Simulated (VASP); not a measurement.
# BaTiO3 (Cm) in VASP: single point with PBE

Aim: the single point of BaTiO3 with PBE.

Program: VASP 6.6.1. These are calculated values, not measurements. Logs are shortened: lines on timing, memory, paths and dates and some standing lists are left out, and cuts for length are marked.

## Step 1: The cell of the first run

It takes space group Cm (No. 8, monoclinic). Conventional cell: a = 5.757 Å, b = 6.070 Å, c = 4.060 Å, α = 90.00°, β = 90.43°, γ = 90.00°. Within 3.7 Å of Ba (site symmetry m) lie 12 O at 2.78 to 3.04 Å and 8 Ti at 3.43 to 3.68 Å. Ti (site symmetry m) has 6 O at 1.87 to 2.27 Å within 2.5 Å. O (site symmetry m) has 2 Ti at 1.87 to 2.21 Å within 2.5 Å. O (site symmetry 1) has 2 Ti at 1.93 to 2.27 Å within 2.6 Å.

## Step 2: Single point, PBE (strain +0.0600 x Voigt [1, 0, 0, 0, 0, 0])

Input file INCAR:

```
PREC = Accurate ; ENCUT = 520
EDIFF = 1E-6 ; ISMEAR = 0
SIGMA = 0.05 ; LREAL = False
LASPH = True ; NELM = 60
ALGO = Normal ; ISIF = 2
LWAVE = False ; LCHARG = False
GGA = PE ; NBANDS = 28
```

Input file KPOINTS:

```
Automatic mesh
0
Gamma
  6 6 6
```

Input file POSCAR:

```
BaTiO3
1.0
    3.0348549325      1.6529946342      2.3563003940
   -3.0348549325      1.6529946342      2.3563003940
    0.0000000000     -3.3059892684      2.3563003940
Ba Ti O
1 1 3
Direct
    0.0049545205      0.0049545205      0.0049545205
    0.5191875227      0.5191875227      0.5191875227
    0.4883938465      0.4883938465      0.9777702638
    0.4883938465      0.9777702638      0.4883938465
    0.9777702638      0.4883938465      0.4883938465
```

Potentials or basis: VASP PAW PBE potentials, release 64 (Ba_sv, Ti_sv, O).

Run with:

```console
$ cat potpaw_PBE.64/Ba_sv/POTCAR potpaw_PBE.64/Ti_sv/POTCAR potpaw_PBE.64/O/POTCAR > POTCAR
$ mpirun -np 1 vasp_std > vasp.out
```

OUTCAR:

```text
PREC = Accurate
   ENCUT = 520
   EDIFF = 1E-6
   ISMEAR = 0
   LREAL = False
   LASPH = True
   NELM = 60
   ISIF = 2
   GGA = PE

 ion  position               nearest neighbor table
   1  0.005  0.005  0.005-   3 2.78   4 2.83   5 2.83   5 2.91   4 2.91   4 2.91   5 2.91   3 2.98
                             4 3.02   5 3.02   3 3.04   3 3.04   2 3.43   2 3.48   2 3.54   2 3.62
   2  0.519  0.519  0.519-   3 1.87   4 1.93   5 1.93   3 2.21   4 2.27   5 2.27   1 3.43   1 3.48
                             1 3.54   1 3.62   1 3.62   1 3.64   1 3.68   1 3.68
   3  0.488  0.488  0.978-   2 1.87   2 2.21   1 2.78   1 2.98   1 3.04   1 3.04
   4  0.488  0.978  0.488-   2 1.93   2 2.27   1 2.83   1 2.91   1 2.91   1 3.02
   5  0.978  0.488  0.488-   2 1.93   2 2.27   1 2.83   1 2.91   1 2.91   1 3.02

  LATTYP: Found a base centered monoclinic cell.
 ALAT       =     5.7565763462
 B/A-ratio  =     1.0543957901
 C/A-ratio  =     0.7052400250
 COS(beta)  =    -0.0074769073

  Lattice vectors:

 A1 = (  -3.0348549325,  -1.6529946342,  -2.3563003940)
 A2 = (   3.0348549325,  -1.6529946342,  -2.3563003940)
 A3 = (   0.0000000000,  -3.3059892684,   2.3563003940)

Analysis of symmetry for initial positions (statically):
=====================================================================
 Subroutine PRICEL returns:
 Original cell was already a primitive cell.

 Routine SETGRP: Setting up the symmetry group for a
 base centered monoclinic supercell.

 Subroutine GETGRP returns: Found  2 space group operations
 (whereof  2 operations were pure point group operations)
 out of a pool of  4 trial point group operations.

The static configuration has the point symmetry C_1h.

Analysis of symmetry for dynamics (positions and initial velocities):
=====================================================================
 Subroutine PRICEL returns:
 Original cell was already a primitive cell.

 Routine SETGRP: Setting up the symmetry group for a
 base centered monoclinic supercell.

 Subroutine GETGRP returns: Found  2 space group operations
 (whereof  2 operations were pure point group operations)
 out of a pool of  4 trial point group operations.

The dynamic configuration has the point symmetry C_1h.

 Subroutine INISYM returns: Found  2 space group operations
 (whereof  2 operations are pure point group operations),
 and found     1 'primitive' translations

----------------------------------------------------------------------------------------

                                     Primitive cell

  volume of cell :      70.9237

  direct lattice vectors                    reciprocal lattice vectors
     3.034854933  1.652994634  2.356300394     0.164752521  0.100827107  0.141464702
    -3.034854933  1.652994634  2.356300394    -0.164752521  0.100827107  0.141464702
     0.000000000 -3.305989268  2.356300394     0.000000000 -0.201654214  0.141464702

  length of vectors
     4.182689000  4.182689000  4.059768046     0.239419633  0.239419633  0.246326377

  position of ions in fractional coordinates (direct lattice)
     0.004954521  0.004954521  0.004954521
     0.519187523  0.519187523  0.519187523
     0.488393847  0.488393847  0.977770264
     0.488393847  0.977770264  0.488393847
     0.977770264  0.488393847  0.488393847

  ion indices of the primitive-cell ions
   primitive index   ion index
                 1           1
                 2           2
                 3           3
                 4           4
                 5           5

----------------------------------------------------------------------------------------

 KPOINTS: Automatic mesh

Automatic generation of k-mesh.
 Grid dimensions read from file:
 generate k-points for:    6    6    6

 Generating k-lattice:

  Cartesian coordinates                     Fractional coordinates (reciprocal lattice)
     0.027458753  0.016804518  0.023577450     0.166666667  0.000000000  0.000000000
    -0.027458753  0.016804518  0.023577450     0.000000000  0.166666667  0.000000000
     0.000000000 -0.033609036  0.023577450     0.000000000  0.000000000  0.166666667

  Length of vectors
     0.039903272  0.039903272  0.041054396

  Shift w.r.t. Gamma in fractional coordinates (k-lattice)
     0.000000000  0.000000000  0.000000000

 Subroutine IBZKPT returns following result:
 ===========================================

 Found     68 irreducible k-points:

 Following reciprocal coordinates:
            Coordinates               Weight
  0.000000  0.000000  0.000000      1.000000
  0.166667  0.000000  0.000000      4.000000
  0.333333  0.000000  0.000000      4.000000
  0.500000  0.000000  0.000000      2.000000
  0.166667  0.166667  0.000000      2.000000
  0.333333  0.166667  0.000000      4.000000
[... 16 lines left out ...]
 -0.333333  0.166667  0.166667      4.000000
 -0.166667  0.166667  0.166667      4.000000
 [... further k-points ...]
   k-points           NKPTS =     68   k-points in BZ     NKDIM =     68   number of bands    NBANDS=     28
   number of dos      NEDOS =    301   number of ions     NIONS =      5
   total plane-waves  NPLWV =  30720
   dimension x,y,z NGX =    32 NGY =   32 NGZ =   30
   dimension x,y,z NGXF=    64 NGYF=   64 NGZF=   60
   ions per type =               1   1   3
   NGX,Y,Z   is equivalent  to a cutoff of  12.72, 12.72, 12.28 a.u.
   NGXF,Y,Z  is equivalent  to a cutoff of  25.44, 25.44, 24.57 a.u.
 SYSTEM =  unknown system
   PREC   = accura    normal or accurate (medium, high low for compatibility)
   ISTART =      0    job   : 0-new  1-cont  2-samecut
   ICHARG =      2    charge: 1-file 2-atom 10-const
   ISPIN  =      1    spin polarized calculation?
   LNONCOLLINEAR =      F non collinear calculations
   LSORBIT =      F    spin-orbit coupling
   LASPH  =      T    aspherical Exc in radial PAW
   ENCUT  =  520.0 eV  38.22 Ry    6.18 a.u.   7.78  7.78  7.55*2*pi/ulx,y,z
   NELM   =     60;   NELMIN=  2; NELMDL= -5     # of ELM steps
   EDIFF  = 0.1E-05   stopping-criterion for ELM
   LREAL  =      F    real-space projection
   EDIFFG = 0.1E-04   stopping-criterion for IOM
   NSW    =      0    number of steps for IOM
   IBRION =     -1    ionic relax: 0-MD 1-quasi-New 2-CG
   NFREE  =      0    steps in history (QN), initial steepest desc. (CG)
   ISIF   =      2    stress and relaxation
   ISYM   =      2    0-nonsym 1-usesym 2-fastsym
   POTIM  = 0.5000    time-step for ionic-motion
   TEBEG  =    0.0;   TEEND  =   0.0 temperature during run
   PSTRESS=    0.0 pullay stress
   NELECT =      40.0000    total number of electrons
   NUPDOWN=      -1.0000    fix difference up-down
   EMIN   =  10.00;   EMAX   =-10.00  energy-range for DOS
   EFERMI =   0.00;   METHOD = LEGACY
   ISMEAR =     0;   SIGMA  =   0.05  broadening in eV -4-tet -1-fermi 0-gaus
   EFERMI_NEDOS =   21; number of points for ismear=-14 and -15
   IALGO  =     38    algorithm
   IMIX   =      4    mixing-type and parameters
     AMIX     =   0.40;   BMIX     =  1.00
     AMIX_MAG =   1.60;   BMIX_MAG =  1.00
  volume/ion in A,a.u.               =      14.18        95.72
  Fermi-wavevector in a.u.,A,eV,Ry     =   1.352584  2.556014 24.891651  1.829485
  Thomas-Fermi vector in A             =   2.479911
   LORBIT       =      0    0 simple, 1 ext, 2 COOP (PROOUT), +10 PAW based schemes
   GGA     = PE    functional components
   LHFCALC =     F    Hartree Fock is set to
   AEXX    =    0.0000 exact exchange contribution
   IVDW    =     0    specifies the selected vdW correction
   LEPSILON=     F    determine dielectric tensor
   LRPA    =     F    only Hartree local field effects (RPA)
 non-spin polarized calculation
 Gauss-broadening in eV      SIGMA  =   0.05
  energy-cutoff  :      520.00
  volume of cell :       70.92
 maximum number of plane-waves:      1932
   NGX = 15   NGY = 15   NGZ = 15

 number of electron      40.0000003 magnetization

 Free energy of the ion-electron system (eV)
  ---------------------------------------------------
  ext. energy  EPLUGINS =         0.00000000
  ---------------------------------------------------
  free energy    TOTEN  =       -39.89270130 eV

  energy without entropy =      -39.89270130  energy(sigma->0) =      -39.89270130

 E-fermi :   3.4378     XC(G=0): -10.7081

 val. band max:        3.0759792289   @ k =   0.5000   0.5000   0.5000
 cond. band min:       5.3390362031   @ k =   0.0000   0.0000   0.0000
 fundamental gap:      2.2630569742
 Fermi energy:         3.4377631687

 k-point     1 :       0.0000    0.0000    0.0000
  band No.  band energies     occupation
      1     -53.5410      2.00000
      2     -29.7870      2.00000
      3     -29.7737      2.00000
      4     -29.7200      2.00000
      5     -22.0493      2.00000
      6     -13.5897      2.00000
[... 20 lines left out ...]
     27       8.1563      0.00000
     28       9.3521      0.00000

 k-point     2 :       0.1667    0.0000    0.0000
  band No.  band energies     occupation
      1     -53.5409      2.00000
      2     -29.7894      2.00000
      3     -29.7744      2.00000
      4     -29.7233      2.00000
      5     -22.0336      2.00000
      6     -13.6036      2.00000
[... 20 lines left out ...]
     27       8.5783      0.00000
     28       9.9454      0.00000

 k-point     3 :       0.3333    0.0000    0.0000
  band No.  band energies     occupation
      1     -53.5406      2.00000
      2     -29.7960      2.00000
      3     -29.7753      2.00000
      4     -29.7288      2.00000
      5     -22.0019      2.00000
      6     -13.6658      2.00000
[... 20 lines left out ...]
     27       9.5030      0.00000
     28      10.9796      0.00000

 k-point     4 :       0.5000    0.0000    0.0000
  band No.  band energies     occupation
      1     -53.5405      2.00000
      2     -29.8001      2.00000
      3     -29.7754      2.00000
      4     -29.7309      2.00000
      5     -21.9859      2.00000
      6     -13.7091      2.00000
[... 20 lines left out ...]
     27      10.0484      0.00000
     28      10.9248      0.00000

 k-point     5 :       0.1667    0.1667    0.0000
  band No.  band energies     occupation
      1     -53.5408      2.00000
      2     -29.7919      2.00000
      3     -29.7748      2.00000
      4     -29.7270      2.00000
      5     -22.0179      2.00000
      6     -13.6061      2.00000
[... 20 lines left out ...]
     27       9.0772      0.00000
     28      10.2086      0.00000

 k-point     6 :       0.3333    0.1667    0.0000
  band No.  band energies     occupation
      1     -53.5405      2.00000
      2     -29.7980      2.00000
      3     -29.7752      2.00000
      4     -29.7332      2.00000
      5     -21.9888      2.00000
      6     -13.6199      2.00000
[... 463 lines left out ...]
      5     -21.9742      2.00000
      6     -13.5140      2.00000
[... 20 lines left out ...]
     27      10.1888      0.00000
     28      10.8113      0.00000

 k-point    22 :       0.5000    0.1667    0.1667
  band No.  band energies     occupation
      1     -53.5402      2.00000
      2     -29.8021      2.00000
      3     -29.7844      2.00000
      4     -29.7353      2.00000
      5     -21.9613      2.00000
      6     -13.5142      2.00000
[... 20 lines left out ...]
     27      10.5509      0.00000
     28      11.3226      0.00000

 k-point    23 :      -0.3333    0.1667    0.1667
  band No.  band energies     occupation
      1     -53.5403      2.00000
      2     -29.7986      2.00000
      3     -29.7840      2.00000
      4     -29.7329      2.00000
      5     -21.9759      2.00000
      6     -13.4920      2.00000
[... 20 lines left out ...]
     27      10.0572      0.00000
     28      10.9935      0.00000

 k-point    24 :      -0.1667    0.1667    0.1667
  band No.  band energies     occupation
      1     -53.5406      2.00000
      2     -29.7943      2.00000
      3     -29.7819      2.00000
      4     -29.7268      2.00000
      5     -22.0030      2.00000
      6     -13.5050      2.00000
[... 20 lines left out ...]
     27       9.2478      0.00000
     28      10.4396      0.00000

 [... further k-points ...]
[... 5 lines left out ...]
  --------------------------------------------------------------------------------------
  -------------------------------------------------------------------------------------
  Total       -6.1674089     -1.4709699     -1.0768417      0.0000000      0.3329071      0.0000000
  in kB     -139.3227493    -33.2294455    -24.3260249      0.0000000      7.5204236      0.0000000
  external PRESSURE =     -65.6260732 kB  Pullay stress =       0.0000000 kB

 VOLUME and BASIS-vectors are now :
 -----------------------------------------------------------------------------
  energy-cutoff  :      520.00
  volume of cell :       70.92
      direct lattice vectors                 reciprocal lattice vectors
     3.034854933  1.652994634  2.356300394     0.164752521  0.100827107  0.141464702
    -3.034854933  1.652994634  2.356300394    -0.164752521  0.100827107  0.141464702
     0.000000000 -3.305989268  2.356300394     0.000000000 -0.201654214  0.141464702

 POSITION                                       TOTAL-FORCE (eV/Angst)
 -----------------------------------------------------------------------------------
      0.00000      0.00000      0.03502        -0.000000     -0.002088      0.003755
      0.00000      0.00000      3.67009        -0.000000      0.244510      0.464878
      0.00000     -1.61787      4.60553        -0.000000      0.165025     -0.048287
     -1.48519      0.80894      4.60553         0.548533     -0.203723     -0.210173
      1.48519      0.80894      4.60553        -0.548533     -0.203723     -0.210173
 -----------------------------------------------------------------------------------
    total drift:                                0.000000     -0.000003      0.000312

  FREE ENERGIE OF THE ION-ELECTRON SYSTEM (eV)
  ---------------------------------------------------
  free  energy   TOTEN  =       -39.8927012985 eV

  energy  without entropy=      -39.8927012985  energy(sigma->0) =      -39.89270130
```

Run time: 65 s. Hardware: 1 thread of Intel Xeon Platinum 8559C (Emerald Rapids), shared host; peak memory 0.27 GiB.

Results:

```
Free energy            : -39.8927 eV
Pressure               : -6.6 GPa
Largest force          : 0.622 eV/Å
Band gap on the k mesh : 2.26 eV, indirect (least direct gap 2.79 eV)
```

Forces in eV/Å, atoms in the order of the input:
```
Ba   0.000 -0.002  0.004
Ti   0.000  0.245  0.465
O    0.000  0.165 -0.048
O    0.549 -0.204 -0.210
O   -0.549 -0.204 -0.210
```

Levels at points of the mesh, in eV from the valence-band top:
```
           k point  band 17  band 18  band 19  band 20  band 21  band 22  band 23  band 24
(0.00, 0.00, 0.00)    -0.97    -0.73    -0.66    -0.53     2.26     2.42     2.43     3.87
(0.50, 0.00, 0.00)    -1.55    -1.45    -1.08    -0.89     2.48     3.26     3.41     4.00
(0.50, 0.50, 0.00)    -1.67    -1.11    -1.06    -0.12     3.33     3.44     3.62     4.54
(0.00, 0.00, 0.50)    -1.64    -1.57    -1.12    -0.85     2.46     3.43     3.63     3.86
(0.50, 0.00, 0.50)    -1.65    -0.91    -0.83    -0.13     3.31     3.53     3.81     4.28
(0.50, 0.50, 0.50)    -2.21    -0.12    -0.05     0.00     3.68     3.88     4.04     5.98
```

Caveat: the cell differs from its parent crystal (strain +0.0600 x Voigt [1, 0, 0, 0, 0, 0]); spin-orbit coupling is left out, which moves the levels of the heavy elements.
